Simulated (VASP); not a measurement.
# TaN (P-6m2) in VASP: notebook

TaN is run at these levels: PBEsol; tasks: single point, relaxation of cell and atoms.

Program: VASP 6.6.1. These are calculated values, not measurements. Logs are shortened: lines on timing, memory, paths and dates and some standing lists are left out, and cuts for length are marked.

## Step 1: The cell of the first run

Symmetry: P-6m2, No. 187, hexagonal system. Conventional cell: a = 2.925 Å, b = 2.925 Å, c = 2.870 Å, α = 90.00°, β = 90.00°, γ = 120.00°. Ta (site symmetry -6m2) has 6 N at 2.22 Å and 2 Ta at 2.87 Å within 2.9 Å. N (site symmetry -6m2) has 6 Ta at 2.22 Å and 2 N at 2.87 Å within 2.9 Å.

## Step 2: Single point, PBEsol

INCAR

```
SYSTEM = TaN
PREC = Accurate
ENCUT = 520
EDIFF = 1E-6
ISMEAR = -1
SIGMA = 0.1
LREAL = .FALSE.
LASPH = .TRUE.
NELM = 60
ALGO = Normal
ISIF = 2
LWAVE = .FALSE.
LCHARG = .FALSE.
GGA = PS
NBANDS = 15
```

KPOINTS

```
Automatic mesh
0
G
  8 8 7
  0 0 0
```

POSCAR

```
TaN
1.0
    2.9249136913      0.0000000000      0.0000000000
   -1.4624568456      2.5330495605      0.0000000000
    0.0000000000      0.0000000000      2.8695349499
Ta N
1 1
Direct
    0.3333333333      0.6666666667      0.5000000000
    0.0000000000      0.0000000000      0.0000000000
```

Potentials or basis: VASP PAW PBE potentials, release 64 (Ta_pv, N).

Started as:

```
> cat potpaw_PBE.64/Ta_pv/POTCAR potpaw_PBE.64/N/POTCAR > POTCAR
> mpirun -np 1 vasp_std > vasp.out
```

OUTCAR:

```text
SYSTEM = TaN
   PREC = Accurate
   ENCUT = 520
   EDIFF = 1E-6
   ISMEAR = -1
   LREAL = .FALSE.
   LASPH = .TRUE.
   NELM = 60
   ISIF = 2
   GGA = PS

 ion  position               nearest neighbor table
   1  0.333  0.667  0.500-   2 2.22   2 2.22   2 2.22   2 2.22   2 2.22   2 2.22
   2  0.000  0.000  0.000-   1 2.22   1 2.22   1 2.22   1 2.22   1 2.22   1 2.22

  LATTYP: Found a hexagonal cell.
 ALAT       =     2.9249136913
 C/A-ratio  =     0.9810665383

  Lattice vectors:

 A1 = (   2.9249136913,   0.0000000000,   0.0000000000)
 A2 = (  -1.4624568456,   2.5330495605,   0.0000000000)
 A3 = (   0.0000000000,   0.0000000000,   2.8695349499)

Analysis of symmetry for initial positions (statically):
=====================================================================
 Subroutine PRICEL returns:
 Original cell was already a primitive cell.

 Routine SETGRP: Setting up the symmetry group for a
 hexagonal supercell.

 Subroutine GETGRP returns: Found 12 space group operations
 (whereof 12 operations were pure point group operations)
 out of a pool of 24 trial point group operations.

The static configuration has the point symmetry D_3h.

Analysis of symmetry for dynamics (positions and initial velocities):
=====================================================================
 Subroutine PRICEL returns:
 Original cell was already a primitive cell.

 Routine SETGRP: Setting up the symmetry group for a
 hexagonal supercell.

 Subroutine GETGRP returns: Found 12 space group operations
 (whereof 12 operations were pure point group operations)
 out of a pool of 24 trial point group operations.

The dynamic configuration has the point symmetry D_3h.

 Subroutine INISYM returns: Found 12 space group operations
 (whereof 12 operations are pure point group operations),
 and found     1 'primitive' translations

----------------------------------------------------------------------------------------

                                     Primitive cell

  volume of cell :      21.2602

  direct lattice vectors                    reciprocal lattice vectors
     2.924913691  0.000000000  0.000000000     0.341890430  0.197390532  0.000000000
    -1.462456846  2.533049560  0.000000000     0.000000000  0.394781064  0.000000000
     0.000000000  0.000000000  2.869534950     0.000000000  0.000000000  0.348488524

  length of vectors
     2.924913691  2.924913691  2.869534950     0.394781064  0.394781064  0.348488524

  position of ions in fractional coordinates (direct lattice)
     0.333333333  0.666666667  0.500000000
     0.000000000  0.000000000  0.000000000

  ion indices of the primitive-cell ions
   primitive index   ion index
                 1           1
                 2           2

----------------------------------------------------------------------------------------

 KPOINTS: Automatic mesh

Automatic generation of k-mesh.
 Grid dimensions read from file:
 generate k-points for:    8    8    7

 Generating k-lattice:

  Cartesian coordinates                     Fractional coordinates (reciprocal lattice)
     0.042736304  0.024673816  0.000000000     0.125000000  0.000000000  0.000000000
     0.000000000  0.049347633  0.000000000     0.000000000  0.125000000  0.000000000
     0.000000000  0.000000000  0.049784075     0.000000000  0.000000000  0.142857143

  Length of vectors
     0.049347633  0.049347633  0.049784075

  Shift w.r.t. Gamma in fractional coordinates (k-lattice)
     0.000000000  0.000000000  0.000000000

 Subroutine IBZKPT returns following result:
 ===========================================

 Found     40 irreducible k-points:

 Following reciprocal coordinates:
            Coordinates               Weight
  0.000000  0.000000  0.000000      1.000000
  0.125000  0.000000  0.000000      6.000000
  0.250000  0.000000  0.000000      6.000000
  0.375000  0.000000  0.000000      6.000000
  0.500000  0.000000  0.000000      3.000000
  0.125000  0.125000  0.000000      6.000000
[... 16 lines left out ...]
  0.250000  0.000000  0.285714     12.000000
  0.375000  0.000000  0.285714     12.000000
 [... further k-points ...]
   k-points           NKPTS =     40   k-points in BZ     NKDIM =     40   number of bands    NBANDS=     15
   number of dos      NEDOS =    301   number of ions     NIONS =      2
   total plane-waves  NPLWV =  13824
   dimension x,y,z NGX =    24 NGY =   24 NGZ =   24
   dimension x,y,z NGXF=    48 NGYF=   48 NGZF=   48
   ions per type =               1   1
   NGX,Y,Z   is equivalent  to a cutoff of  13.64, 13.64, 13.90 a.u.
   NGXF,Y,Z  is equivalent  to a cutoff of  27.28, 27.28, 27.81 a.u.
 SYSTEM =  TaN
   PREC   = accura    normal or accurate (medium, high low for compatibility)
   ISTART =      0    job   : 0-new  1-cont  2-samecut
   ICHARG =      2    charge: 1-file 2-atom 10-const
   ISPIN  =      1    spin polarized calculation?
   LNONCOLLINEAR =      F non collinear calculations
   LSORBIT =      F    spin-orbit coupling
   LASPH  =      T    aspherical Exc in radial PAW
   ENCUT  =  520.0 eV  38.22 Ry    6.18 a.u.   5.44  5.44  5.34*2*pi/ulx,y,z
   NELM   =     60;   NELMIN=  2; NELMDL= -5     # of ELM steps
   EDIFF  = 0.1E-05   stopping-criterion for ELM
   LREAL  =      F    real-space projection
   EDIFFG = 0.1E-04   stopping-criterion for IOM
   NSW    =      0    number of steps for IOM
   IBRION =     -1    ionic relax: 0-MD 1-quasi-New 2-CG
   NFREE  =      0    steps in history (QN), initial steepest desc. (CG)
   ISIF   =      2    stress and relaxation
   ISYM   =      2    0-nonsym 1-usesym 2-fastsym
   POTIM  = 0.5000    time-step for ionic-motion
   TEBEG  =    0.0;   TEEND  =   0.0 temperature during run
   PSTRESS=    0.0 pullay stress
   NELECT =      16.0000    total number of electrons
   NUPDOWN=      -1.0000    fix difference up-down
   EMIN   =  10.00;   EMAX   =-10.00  energy-range for DOS
   EFERMI =   0.00;   METHOD = LEGACY
   ISMEAR =    -1;   SIGMA  =   0.10  broadening in eV -4-tet -1-fermi 0-gaus
   EFERMI_NEDOS =   21; number of points for ismear=-14 and -15
   IALGO  =     38    algorithm
   IMIX   =      4    mixing-type and parameters
     AMIX     =   0.40;   BMIX     =  1.00
     AMIX_MAG =   1.60;   BMIX_MAG =  1.00
  volume/ion in A,a.u.               =      10.63        71.74
  Fermi-wavevector in a.u.,A,eV,Ry     =   1.489105  2.814001 30.170029  2.217435
  Thomas-Fermi vector in A             =   2.602056
   LORBIT       =      0    0 simple, 1 ext, 2 COOP (PROOUT), +10 PAW based schemes
   GGA     = PS    functional components
   LHFCALC =     F    Hartree Fock is set to
   AEXX    =    0.0000 exact exchange contribution
   IVDW    =     0    specifies the selected vdW correction
   LEPSILON=     F    determine dielectric tensor
   LRPA    =     F    only Hartree local field effects (RPA)
 non-spin polarized calculation
  energy-cutoff  :      520.00
  volume of cell :       21.26
 maximum number of plane-waves:       599
 NGX is ok and might be reduce to    24
   NGX = 11   NGY = 11   NGZ = 11

 number of electron      16.0000000 magnetization

 Free energy of the ion-electron system (eV)
  ---------------------------------------------------
  ext. energy  EPLUGINS =         0.00000000
  ---------------------------------------------------
  free energy    TOTEN  =       -23.80551093 eV

  energy without entropy =      -23.80306224  energy(sigma->0) =      -23.80428659

 E-fermi :   8.3275     XC(G=0): -13.5796

 val. band max:        8.1676627843   @ k =   0.0000   0.0000   0.4286
 cond. band min:       8.4774686727   @ k =   0.0000   0.0000   0.2857
 fundamental gap:      0.3098058885
 Fermi energy:         8.3274728009

 k-point     1 :       0.0000    0.0000    0.0000
  band No.  band energies     occupation
      1     -26.5050      2.00000
      2     -26.2295      2.00000
      3     -26.2295      2.00000
      4      -9.6068      2.00000
      5       3.6100      2.00000
      6       3.6100      2.00000
      7       3.9456      2.00000
      8       5.3103      2.00000
      9      10.5506      0.00000
     10      11.8986      0.00000
     11      11.8986      0.00000
     12      12.2935      0.00000
     13      12.2935      0.00000
     14      21.3324      0.00000
     15      21.7371      0.00000

 k-point     2 :       0.1250    0.0000    0.0000
  band No.  band energies     occupation
      1     -26.4829      2.00000
      2     -26.4021      2.00000
      3     -26.2662      2.00000
      4      -9.2797      2.00000
      5       2.7453      2.00000
      6       3.8540      2.00000
      7       4.3707      2.00000
      8       4.8621      2.00000
      9      11.2081      0.00000
     10      11.6978      0.00000
     11      11.9585      0.00000
     12      12.1287      0.00000
     13      12.6946      0.00000
     14      21.2997      0.00000
     15      21.7136      0.00000

 k-point     3 :       0.2500    0.0000    0.0000
  band No.  band energies     occupation
      1     -26.7992      2.00000
      2     -26.4293      2.00000
      3     -26.3539      2.00000
      4      -8.4711      2.00000
      5       1.3139      2.00000
      6       3.9711      2.00000
      7       4.4053      2.00000
      8       5.0616      2.00000
      9      10.4393      0.00000
     10      11.7552      0.00000
     11      12.3186      0.00000
     12      13.3024      0.00000
     13      13.6449      0.00000
     14      21.4339      0.00000
     15      21.7222      0.00000

 k-point     4 :       0.3750    0.0000    0.0000
  band No.  band energies     occupation
      1     -27.1719      2.00000
      2     -26.4401      2.00000
      3     -26.3751      2.00000
      4      -7.6099      2.00000
      5       0.2380      2.00000
      6       3.2418      2.00000
      7       4.8772      2.00000
      8       4.9684      2.00000
      9      11.3035      0.00000
     10      11.4110      0.00000
     11      13.1125      0.00000
     12      13.5209      0.00000
     13      15.0215      0.00000
     14      21.4014      0.00000
     15      21.7545      0.00000
[... 307 lines left out ...]
 k-point    22 :       0.1250    0.0000    0.2857
  band No.  band energies     occupation
      1     -27.0884      2.00000
      2     -26.3379      2.00000
      3     -26.2120      2.00000
      4      -7.9701      2.00000
      5       0.8681      2.00000
      6       3.5690      2.00000
      7       4.0627      2.00000
      8       7.2906      1.99994
      9       8.9872      0.00272
     10       9.8371      0.00000
     11      12.4407      0.00000
     12      13.1963      0.00000
     13      14.1231      0.00000
     14      21.4649      0.00000
     15      21.7600      0.00000

 k-point    23 :       0.2500    0.0000    0.2857
  band No.  band energies     occupation
      1     -27.0089      2.00000
      2     -26.7091      2.00000
      3     -26.2956      2.00000
      4      -7.6845      2.00000
      5       0.9857      2.00000
      6       2.7831      2.00000
      7       3.7684      2.00000
      8       6.5868      2.00000
      9      10.0491      0.00000
     10      10.5986      0.00000
     11      12.6329      0.00000
     12      14.1027      0.00000
     13      16.1959      0.00000
     14      21.0800      0.00000
     15      21.6773      0.00000

 k-point    24 :       0.3750    0.0000    0.2857
  band No.  band energies     occupation
      1     -27.0724      2.00000
      2     -26.9157      2.00000
      3     -26.3778      2.00000
      4      -7.4525      2.00000
      5       0.3908      2.00000
      6       2.7023      2.00000
      7       3.4237      2.00000
      8       6.7761      2.00000
      9      10.9438      0.00000
     10      11.8175      0.00000
     11      13.3247      0.00000
     12      14.6541      0.00000
     13      17.5754      0.00000
     14      21.0104      0.00000
     15      21.6712      0.00000

 [... further k-points ...]
[... 5 lines left out ...]
  --------------------------------------------------------------------------------------
  -------------------------------------------------------------------------------------
  Total        0.0977592      0.0977592      0.1252723      0.0000000     -0.0000000     -0.0000000
  in kB        7.3671599      7.3671599      9.4405539      0.0000000     -0.0000000     -0.0000000
  external PRESSURE =       8.0582912 kB  Pullay stress =       0.0000000 kB

 VOLUME and BASIS-vectors are now :
 -----------------------------------------------------------------------------
  energy-cutoff  :      520.00
  volume of cell :       21.26
      direct lattice vectors                 reciprocal lattice vectors
     2.924913691  0.000000000  0.000000000     0.341890430  0.197390532  0.000000000
    -1.462456846  2.533049560  0.000000000     0.000000000  0.394781064  0.000000000
     0.000000000  0.000000000  2.869534950     0.000000000  0.000000000  0.348488524

 POSITION                                       TOTAL-FORCE (eV/Angst)
 -----------------------------------------------------------------------------------
     -0.00000      1.68870      1.43477         0.000000     -0.000000      0.000000
      0.00000      0.00000      0.00000        -0.000000      0.000000      0.000000
 -----------------------------------------------------------------------------------
    total drift:                                0.000000     -0.000000     -0.000000

  FREE ENERGIE OF THE ION-ELECTRON SYSTEM (eV)
  ---------------------------------------------------
  free  energy   TOTEN  =       -23.8055109344 eV

  energy  without entropy=      -23.8030622443  energy(sigma->0) =      -23.80428659
```

It took 8.6 s on 1 thread of Intel Xeon Platinum 8259CL at 2.50GHz (Skylake/Cascade Lake), shared host; peak memory 0.14 GiB.

Results:

| Quantity | Value |
| --- | --- |
| Free energy | -23.8055 eV |
| Pressure | 0.8 GPa |
| Band gap on the k mesh | zero (band 8 reaches 8.48 eV, above the bottom of band 9 at 8.17 eV) |

Caveat: the PAW data sets were made with another functional, which shifts forces and pressure a little; spin-orbit coupling is left out, which moves the levels of the heavy elements.

## Step 3: Relaxation of cell and atoms, PBEsol

This run uses another cell than the first one, of 10.78 Å³/atom, 1.014 times its volume.

INCAR

```
SYSTEM = TaN
PREC = Accurate
ENCUT = 600
EDIFF = 1E-6
ISMEAR = -1
SIGMA = 0.1
LREAL = .False.
LASPH = .True.
NELM = 80
ALGO = Normal
ISIF = 3
LWAVE = .False.
LCHARG = .False.
GGA = PS
IBRION = 2
NSW = 80
EDIFFG = -0.02
```

KPOINTS

```
Automatic mesh
0
Gamma
  8 8 7
  0 0 0
```

POSCAR

```
TaN
1.0
    2.9380000000      0.0000000000      0.0000000000
   -1.4690000000      2.5443826400      0.0000000000
    0.0000000000      0.0000000000      2.8830000000
Ta N
1 1
Direct
    0.3333333333      0.6666666667      0.5000000000
    0.0000000000      0.0000000000      0.0000000000
```

Potentials or basis: VASP PAW PBE potentials, release 64 (Ta_pv, N).

Started as:

```
> cat potpaw_PBE.64/Ta_pv/POTCAR potpaw_PBE.64/N/POTCAR > POTCAR
> mpirun -np 1 vasp_std > vasp.out
```

Run time: 18 s. Hardware: 1 thread of Intel Xeon Platinum 8259CL at 2.50GHz (Skylake/Cascade Lake), shared host; peak memory 0.15 GiB.

It converged, with:

```yaml
Free_energy: -23.8083 eV
Relaxed_volume: 10.65 Å³/atom
Relaxed_cell: a = 2.927 Å, b = 2.927 Å, c = 2.871 Å, α = 90.00°, β = 90.00°, γ = 120.00°
Space_group_after_relaxing_to_0.05_Å: P-6m2 (No. 187)
Energy_gained_by_relaxing: 1.7 meV/atom
Ionic_steps: 3
Pressure_after_relaxing: -0.1 GPa
Band_gap_on_the_k_mesh: zero (band 8 reaches 8.46 eV, above the bottom of band 9 at 8.15 eV)
```

Stress tensor (GPa, compression positive):
```
-0.15  0.00  0.00
 0.00 -0.15  0.00
 0.00  0.00  0.14
```

Step by step:
```tsv
step	energy change (eV)	largest force (eV/Å)	pressure (GPa)	volume (Å³)
1	0.0000	0.0000	-4.18	21.55
2	0.0182	0.0000	11.45	20.69
3	-0.0033	0.0000	-0.06	21.30
```

Final structure:
```
Ta N
1.0
     2.92713    0.00000    0.00000
    -1.46357    2.53497    0.00000
     0.00000    0.00000    2.87101
Ta N
1 1
Direct
  0.33333 0.66667 0.50000
  0.00000 0.00000 0.00000
```

Levels at points of the mesh, in eV from the Fermi level:
| k point | band 4 | band 5 | band 6 | band 7 | band 8 | band 9 | band 10 | band 11 | band 12 |
| --- | --- | --- | --- | --- | --- | --- | --- | --- | --- |
| (0.00, 0.00, 0.00) | -17.92 | -4.71 | -4.71 | -4.37 | -3.01 | 2.21 | 3.56 | 3.56 | 3.95 |
| (0.50, 0.00, 0.00) | -15.55 | -8.47 | -5.34 | -3.64 | -3.28 | 2.94 | 4.02 | 5.19 | 5.29 |

Caveat: the PAW data sets were made with another functional, which shifts forces and pressure a little; spin-orbit coupling is left out, which moves the levels of the heavy elements.
